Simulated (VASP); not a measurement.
# KCl (Pm-3m) in VASP: a series of runs

Runs on KCl. Level: PBE. Tasks: single point.

All numbers are computed with VASP 6.6.1; they aren't measurements. Logs are shortened: lines on timing, memory, paths and dates and some standing lists are left out, and cuts for length are marked.

## Step 1: The cell of the first run

Symmetry: Pm-3m, No. 221, cubic system. Conventional cell: a = 3.861 Å, b = 3.861 Å, c = 3.861 Å, α = 90.00°, β = 90.00°, γ = 90.00°. Within 4.4 Å of K (site symmetry m-3m) lie 8 Cl at 3.34 Å and 6 K at 3.86 Å. Cl (site symmetry m-3m) has 8 K at 3.34 Å and 6 Cl at 3.86 Å within 4.4 Å.

## Step 2: Single point, PBE (28.77 Å³/atom)

File INCAR:

```
SYSTEM = KCl
  ALGO = Normal
  EDIFF = 1E-6
  ENCUT = 520
  GGA = PE
  ISIF = 2
  ISMEAR = 0
  LASPH = .True.
  LCHARG = .True.
  LELF = .True.
  LREAL = .False.
  LVHAR = .True.
  LWAVE = .False.
  NBANDS = 15
  NELM = 60
  PREC = Accurate
  SIGMA = 0.05
```

File KPOINTS:

```
k-points
0
Gamma
  10 10 10
  0 0 0
```

File POSCAR:

```
KCl
1.0
    3.8608242825      0.0000000000      0.0000000000
    0.0000000000      3.8608242825      0.0000000000
    0.0000000000      0.0000000000      3.8608242825
K Cl
1 1
Direct
    0.0000000000      0.0000000000      0.0000000000
    0.5000000000      0.5000000000      0.5000000000
```

Potentials or basis: VASP PAW PBE potentials, release 64 (K_sv, Cl).

The run is started by

```
> cat potpaw_PBE.64/K_sv/POTCAR potpaw_PBE.64/Cl/POTCAR > POTCAR
> mpirun -np 1 vasp_std > vasp.out
```

OUTCAR:

```text
SYSTEM = KCl
   EDIFF = 1E-6
   ENCUT = 520
   GGA = PE
   ISIF = 2
   ISMEAR = 0
   LASPH = .True.
   LREAL = .False.
   NELM = 60
   PREC = Accurate

 ion  position               nearest neighbor table
   1  0.000  0.000  0.000-
   2  0.500  0.500  0.500-

  LATTYP: Found a simple cubic cell.
 ALAT       =     3.8608242825

  Lattice vectors:

 A1 = (   3.8608242825,   0.0000000000,   0.0000000000)
 A2 = (   0.0000000000,   3.8608242825,   0.0000000000)
 A3 = (   0.0000000000,   0.0000000000,   3.8608242825)

Analysis of symmetry for initial positions (statically):
=====================================================================
 Subroutine PRICEL returns:
 Original cell was already a primitive cell.

 Routine SETGRP: Setting up the symmetry group for a
 simple cubic supercell.

 Subroutine GETGRP returns: Found 48 space group operations
 (whereof 48 operations were pure point group operations)
 out of a pool of 48 trial point group operations.

The static configuration has the point symmetry O_h .

Analysis of symmetry for dynamics (positions and initial velocities):
=====================================================================
 Subroutine PRICEL returns:
 Original cell was already a primitive cell.

 Routine SETGRP: Setting up the symmetry group for a
 simple cubic supercell.

 Subroutine GETGRP returns: Found 48 space group operations
 (whereof 48 operations were pure point group operations)
 out of a pool of 48 trial point group operations.

The dynamic configuration has the point symmetry O_h .

 Subroutine INISYM returns: Found 48 space group operations
 (whereof 48 operations are pure point group operations),
 and found     1 'primitive' translations

----------------------------------------------------------------------------------------

                                     Primitive cell

  volume of cell :      57.5493

  direct lattice vectors                    reciprocal lattice vectors
     3.860824282  0.000000000  0.000000000     0.259012047  0.000000000  0.000000000
     0.000000000  3.860824282  0.000000000     0.000000000  0.259012047  0.000000000
     0.000000000  0.000000000  3.860824282     0.000000000  0.000000000  0.259012047

  length of vectors
     3.860824282  3.860824282  3.860824282     0.259012047  0.259012047  0.259012047

  position of ions in fractional coordinates (direct lattice)
     0.000000000  0.000000000  0.000000000
     0.500000000  0.500000000  0.500000000

  ion indices of the primitive-cell ions
   primitive index   ion index
                 1           1
                 2           2

----------------------------------------------------------------------------------------

 KPOINTS: k-points

Automatic generation of k-mesh.
 Grid dimensions read from file:
 generate k-points for:   10   10   10

 Generating k-lattice:

  Cartesian coordinates                     Fractional coordinates (reciprocal lattice)
     0.025901205  0.000000000  0.000000000     0.100000000  0.000000000  0.000000000
     0.000000000  0.025901205  0.000000000     0.000000000  0.100000000  0.000000000
     0.000000000  0.000000000  0.025901205     0.000000000  0.000000000  0.100000000

  Length of vectors
     0.025901205  0.025901205  0.025901205

  Shift w.r.t. Gamma in fractional coordinates (k-lattice)
     0.000000000  0.000000000  0.000000000

 Subroutine IBZKPT returns following result:
 ===========================================

 Found     56 irreducible k-points:

 Following reciprocal coordinates:
            Coordinates               Weight
  0.000000  0.000000  0.000000      1.000000
  0.100000  0.000000  0.000000      6.000000
  0.200000  0.000000  0.000000      6.000000
  0.300000  0.000000  0.000000      6.000000
  0.400000  0.000000  0.000000      6.000000
  0.500000  0.000000  0.000000      3.000000
[... 16 lines left out ...]
  0.200000  0.100000  0.100000     24.000000
  0.300000  0.100000  0.100000     24.000000
 [... further k-points ...]
   k-points           NKPTS =     56   k-points in BZ     NKDIM =     56   number of bands    NBANDS=     15
   number of dos      NEDOS =    301   number of ions     NIONS =      2
   total plane-waves  NPLWV =  27000
   dimension x,y,z NGX =    30 NGY =   30 NGZ =   30
   dimension x,y,z NGXF=    60 NGYF=   60 NGZF=   60
   ions per type =               1   1
   NGX,Y,Z   is equivalent  to a cutoff of  12.92, 12.92, 12.92 a.u.
   NGXF,Y,Z  is equivalent  to a cutoff of  25.84, 25.84, 25.84 a.u.
 SYSTEM =  KCl
   PREC   = accura    normal or accurate (medium, high low for compatibility)
   ISTART =      0    job   : 0-new  1-cont  2-samecut
   ICHARG =      2    charge: 1-file 2-atom 10-const
   ISPIN  =      1    spin polarized calculation?
   LNONCOLLINEAR =      F non collinear calculations
   LSORBIT =      F    spin-orbit coupling
   LASPH  =      T    aspherical Exc in radial PAW
   ENCUT  =  520.0 eV  38.22 Ry    6.18 a.u.   7.18  7.18  7.18*2*pi/ulx,y,z
   NELM   =     60;   NELMIN=  2; NELMDL= -5     # of ELM steps
   EDIFF  = 0.1E-05   stopping-criterion for ELM
   LREAL  =      F    real-space projection
   EDIFFG = 0.1E-04   stopping-criterion for IOM
   NSW    =      0    number of steps for IOM
   IBRION =     -1    ionic relax: 0-MD 1-quasi-New 2-CG
   NFREE  =      0    steps in history (QN), initial steepest desc. (CG)
   ISIF   =      2    stress and relaxation
   ISYM   =      2    0-nonsym 1-usesym 2-fastsym
   POTIM  = 0.5000    time-step for ionic-motion
   TEBEG  =    0.0;   TEEND  =   0.0 temperature during run
   PSTRESS=    0.0 pullay stress
   NELECT =      16.0000    total number of electrons
   NUPDOWN=      -1.0000    fix difference up-down
   EMIN   =  10.00;   EMAX   =-10.00  energy-range for DOS
   EFERMI =   0.00;   METHOD = LEGACY
   ISMEAR =     0;   SIGMA  =   0.05  broadening in eV -4-tet -1-fermi 0-gaus
   EFERMI_NEDOS =   21; number of points for ismear=-14 and -15
   IALGO  =     38    algorithm
   IMIX   =      4    mixing-type and parameters
     AMIX     =   0.40;   BMIX     =  1.00
     AMIX_MAG =   1.60;   BMIX_MAG =  1.00
  volume/ion in A,a.u.               =      28.77       194.18
  Fermi-wavevector in a.u.,A,eV,Ry     =   1.068484  2.019142 15.533208  1.141659
  Thomas-Fermi vector in A             =   2.204134
   LORBIT       =      0    0 simple, 1 ext, 2 COOP (PROOUT), +10 PAW based schemes
   GGA     = PE    functional components
   LHFCALC =     F    Hartree Fock is set to
   AEXX    =    0.0000 exact exchange contribution
   IVDW    =     0    specifies the selected vdW correction
   LEPSILON=     F    determine dielectric tensor
   LRPA    =     F    only Hartree local field effects (RPA)
 non-spin polarized calculation
 Gauss-broadening in eV      SIGMA  =   0.05
  energy-cutoff  :      520.00
  volume of cell :       57.55
 maximum number of plane-waves:      1596
 NGX is ok and might be reduce to    30
   NGX = 15   NGY = 15   NGZ = 15

 number of electron      16.0000006 magnetization

 Free energy of the ion-electron system (eV)
  ---------------------------------------------------
  ext. energy  EPLUGINS =         0.00000000
  ---------------------------------------------------
  free energy    TOTEN  =        -6.65446852 eV

  energy without entropy =       -6.65446852  energy(sigma->0) =       -6.65446852

 E-fermi :  -0.6838     XC(G=0):  -7.9988

 val. band max:       -0.9137298969   @ k =   0.5000   0.5000   0.0000
 cond. band min:       3.8137364273   @ k =   0.0000   0.0000   0.0000
 fundamental gap:      4.7274663241
 Fermi energy:        -0.6838336951

 k-point     1 :       0.0000    0.0000    0.0000
  band No.  band energies     occupation
      1     -29.0083      2.00000
      2     -13.4495      2.00000
      3     -12.3978      2.00000
      4     -12.3978      2.00000
      5     -12.3978      2.00000
      6      -1.1134      2.00000
      7      -1.1134      2.00000
      8      -1.1134      2.00000
      9       3.8137      0.00000
     10       5.6672      0.00000
     11       5.6672      0.00000
     12       9.6780      0.00000
     13       9.6780      0.00000
     14       9.6780      0.00000
     15      12.6377      0.00000

 k-point     2 :       0.1000    0.0000    0.0000
  band No.  band energies     occupation
      1     -29.0067      2.00000
      2     -13.4660      2.00000
      3     -12.3951      2.00000
      4     -12.3951      2.00000
      5     -12.3847      2.00000
      6      -1.3006      2.00000
      7      -1.1135      2.00000
      8      -1.1135      2.00000
      9       4.0486      0.00000
     10       5.7474      0.00000
     11       5.8629      0.00000
     12       9.6360      0.00000
     13       9.6360      0.00000
     14       9.7240      0.00000
     15      12.2527      0.00000

 k-point     3 :       0.2000    0.0000    0.0000
  band No.  band energies     occupation
      1     -29.0023      2.00000
      2     -13.5095      2.00000
      3     -12.3881      2.00000
      4     -12.3881      2.00000
      5     -12.3490      2.00000
      6      -1.7313      2.00000
      7      -1.1139      2.00000
      8      -1.1139      2.00000
      9       4.6403      0.00000
     10       5.9817      0.00000
     11       6.3743      0.00000
     12       9.5488      0.00000
     13       9.5488      0.00000
     14       9.8517      0.00000
     15      11.3791      0.00000
[... 343 lines left out ...]
 k-point    23 :       0.2000    0.1000    0.1000
  band No.  band energies     occupation
      1     -28.9990      2.00000
      2     -13.5009      2.00000
      3     -12.4335      2.00000
      4     -12.4075      2.00000
      5     -12.3003      2.00000
      6      -1.7098      2.00000
      7      -1.2631      2.00000
      8      -1.2335      2.00000
      9       4.9840      0.00000
     10       6.2605      0.00000
     11       6.5551      0.00000
     12       9.1961      0.00000
     13       9.2519      0.00000
     14       9.9393      0.00000
     15      11.7815      0.00000

 k-point    24 :       0.3000    0.1000    0.1000
  band No.  band energies     occupation
      1     -28.9936      2.00000
      2     -13.5286      2.00000
      3     -12.4283      2.00000
      4     -12.3982      2.00000
      5     -12.2867      2.00000
      6      -2.1221      2.00000
      7      -1.2338      2.00000
      8      -1.2275      2.00000
      9       5.6513      0.00000
     10       6.5516      0.00000
     11       7.0942      0.00000
     12       9.0762      0.00000
     13       9.0938      0.00000
     14       9.7132      0.00000
     15      11.0802      0.00000

 [... further k-points ...]
[... 5 lines left out ...]
  --------------------------------------------------------------------------------------
  -------------------------------------------------------------------------------------
  Total       -0.1246830     -0.1246830     -0.1246830      0.0000000     -0.0000000     -0.0000000
  in kB       -3.4711836     -3.4711836     -3.4711836      0.0000000     -0.0000000     -0.0000000
  external PRESSURE =      -3.4711836 kB  Pullay stress =       0.0000000 kB

 VOLUME and BASIS-vectors are now :
 -----------------------------------------------------------------------------
  energy-cutoff  :      520.00
  volume of cell :       57.55
      direct lattice vectors                 reciprocal lattice vectors
     3.860824282  0.000000000  0.000000000     0.259012047  0.000000000  0.000000000
     0.000000000  3.860824282  0.000000000     0.000000000  0.259012047  0.000000000
     0.000000000  0.000000000  3.860824282     0.000000000  0.000000000  0.259012047

 POSITION                                       TOTAL-FORCE (eV/Angst)
 -----------------------------------------------------------------------------------
      0.00000      0.00000      0.00000         0.000000      0.000000      0.000000
      1.93041      1.93041      1.93041         0.000000      0.000000      0.000000
 -----------------------------------------------------------------------------------
    total drift:                                0.000000      0.000000     -0.000000

  FREE ENERGIE OF THE ION-ELECTRON SYSTEM (eV)
  ---------------------------------------------------
  free  energy   TOTEN  =        -6.6544685223 eV

  energy  without entropy=       -6.6544685223  energy(sigma->0) =       -6.65446852
```

It took 48 s on 1 thread of Intel Xeon 8259CL, shared host; peak memory 0.2 GiB.

Results:

```
Free energy            : -6.6545 eV
Pressure               : -0.3 GPa
Band gap on the k mesh : 4.73 eV (least direct gap 4.93 eV)
```

## Step 3: Single point, PBE (29.34 Å³/atom)

This run uses another cell than the first one, of 29.34 Å³/atom.

File INCAR:

```
PREC     = Accurate       # precision mode
ENCUT    = 520            # plane-wave cutoff, eV
EDIFF    = 1E-7           # SCF threshold, eV
ISMEAR   = 0              # smearing method
SIGMA    = 0.05           # smearing width, eV
LREAL    = F              # projectors in reciprocal space
LASPH    = T              # aspherical terms in the spheres
NELM     = 100            # most SCF steps
ALGO     = Normal         # electronic algorithm
ISIF     = 2              # what is computed and relaxed
LWAVE    = F              # write WAVECAR
LCHARG   = F              # write CHGCAR
GGA      = PE             # functional
NBANDS   = 15             # bands
```

File KPOINTS:

```
regular mesh
0
Gamma
  10 10 10
```

File POSCAR:

```
KCl
1.0
    3.8858952726      0.0000000000      0.0000000000
    0.0000000000      3.8858952726      0.0000000000
    0.0000000000      0.0000000000      3.8858952726
K Cl
1 1
Direct
    0.0000000000      0.0000000000      0.0000000000
    0.5000000000      0.5000000000      0.5000000000
```

Potentials or basis: VASP PAW PBE potentials, release 64 (K_sv, Cl).

The run is started by

```
> cat potpaw_PBE.64/K_sv/POTCAR potpaw_PBE.64/Cl/POTCAR > POTCAR
> mpirun -np 1 vasp_std > vasp.out
```

OUTCAR:

```text
PREC = Accurate
   ENCUT = 520
   EDIFF = 1E-7
   ISMEAR = 0
   LREAL = F
   LASPH = T
   NELM = 100
   ISIF = 2
   GGA = PE

 ion  position               nearest neighbor table
   1  0.000  0.000  0.000-
   2  0.500  0.500  0.500-

  LATTYP: Found a simple cubic cell.
 ALAT       =     3.8858952726

  Lattice vectors:

 A1 = (   3.8858952726,   0.0000000000,   0.0000000000)
 A2 = (   0.0000000000,   3.8858952726,   0.0000000000)
 A3 = (   0.0000000000,   0.0000000000,   3.8858952726)
[... 606 lines left out ...]
      8      -1.3094      2.00000
      9       5.4621      0.00000
     10       6.4518      0.00000
     11       6.9575      0.00000
     12       8.9359      0.00000
     13       8.9512      0.00000
     14       9.5518      0.00000
     15      10.9365      0.00000

 [... further k-points ...]
[... 5 lines left out ...]
  --------------------------------------------------------------------------------------
  -------------------------------------------------------------------------------------
  Total       -0.2440851     -0.2440851     -0.2440851     -0.0000000      0.0000000     -0.0000000
  in kB       -6.6646681     -6.6646681     -6.6646681     -0.0000000      0.0000000     -0.0000000
  external PRESSURE =      -6.6646681 kB  Pullay stress =       0.0000000 kB

 VOLUME and BASIS-vectors are now :
 -----------------------------------------------------------------------------
  energy-cutoff  :      520.00
  volume of cell :       58.68
      direct lattice vectors                 reciprocal lattice vectors
     3.885895273  0.000000000  0.000000000     0.257340955  0.000000000  0.000000000
     0.000000000  3.885895273  0.000000000     0.000000000  0.257340955  0.000000000
     0.000000000  0.000000000  3.885895273     0.000000000  0.000000000  0.257340955

 POSITION                                       TOTAL-FORCE (eV/Angst)
 -----------------------------------------------------------------------------------
      0.00000      0.00000      0.00000         0.000000      0.000000      0.000000
      1.94295      1.94295      1.94295         0.000000      0.000000      0.000000
 -----------------------------------------------------------------------------------
    total drift:                                0.000000      0.000000     -0.000000

  FREE ENERGIE OF THE ION-ELECTRON SYSTEM (eV)
  ---------------------------------------------------
  free  energy   TOTEN  =        -6.6512520428 eV

  energy  without entropy=       -6.6512520428  energy(sigma->0) =       -6.65125204
```

OSZICAR:

```text
N       E                     dE             d eps       ncg     rms          rms(c)
DAV:   1     0.104105693861E+03    0.10411E+03   -0.72468E+03  1680   0.971E+02
DAV:   2    -0.789109165724E+00   -0.10489E+03   -0.96976E+02  2202   0.240E+02
DAV:   3    -0.677647544823E+01   -0.59874E+01   -0.59510E+01  2317   0.513E+01
DAV:   4    -0.697738443652E+01   -0.20091E+00   -0.20088E+00  2478   0.869E+00
DAV:   5    -0.697881410837E+01   -0.14297E-02   -0.14297E-02  2373   0.800E-01    0.281E+00
DAV:   6    -0.668504610996E+01    0.29377E+00   -0.32394E-01  2086   0.317E+00    0.230E+00
DAV:   7    -0.664918874195E+01    0.35857E-01   -0.90830E-02  2268   0.192E+00    0.141E+00
DAV:   8    -0.665093396595E+01   -0.17452E-02   -0.18035E-02  2422   0.102E+00    0.228E-01
DAV:   9    -0.665095422498E+01   -0.20259E-04   -0.86700E-04  2233   0.207E-01    0.117E-01
DAV:  10    -0.665125684644E+01   -0.30262E-03   -0.41903E-04  1911   0.159E-01    0.325E-02
DAV:  11    -0.665124997097E+01    0.68755E-05   -0.25846E-05  2381   0.367E-02    0.139E-02
DAV:  12    -0.665125203919E+01   -0.20682E-05   -0.19741E-06  1954   0.996E-03    0.194E-03
DAV:  13    -0.665125204280E+01   -0.36098E-08   -0.82990E-08  1924   0.244E-03
   1 F= -.66512520E+01 E0= -.66512520E+01  d E =-.205753E-21
```

stdout:

```text
POSCAR found type information on POSCAR K Cl
 POSCAR found :  2 types and       2 ions
 scaLAPACK will be used
 LDA part: xc-table for (Slater+PW92), standard interpolation
 POSCAR, INCAR and KPOINTS ok, starting setup
 FFT: planning ... GRIDC
 FFT: planning ... GRID_SOFT
 FFT: planning ... GRID
 WAVECAR not read
 entering main loop
```

Run time: 52 s. Hardware: 1 thread of Intel Xeon 8259CL, shared host; peak memory 0.19 GiB.

Results:

```yaml
Free_energy: -6.6513 eV
Pressure: -0.7 GPa
Band_gap_on_the_k_mesh: 4.65 eV (least direct gap 4.85 eV)
```

Levels at points of the mesh, in eV from the valence-band top:
```tsv
k point	band 6	band 7	band 8	band 9	band 10	band 11
(0.00, 0.00, 0.00)	-0.20	-0.20	-0.20	4.65	6.59	6.59
(0.50, 0.00, 0.00)	-1.66	-0.19	-0.19	7.53	7.88	8.03
(0.50, 0.50, 0.00)	-1.14	-1.14	0.00	6.15	7.23	8.90
(0.50, 0.50, 0.50)	-1.22	-1.22	-1.22	8.69	8.69	8.69
```
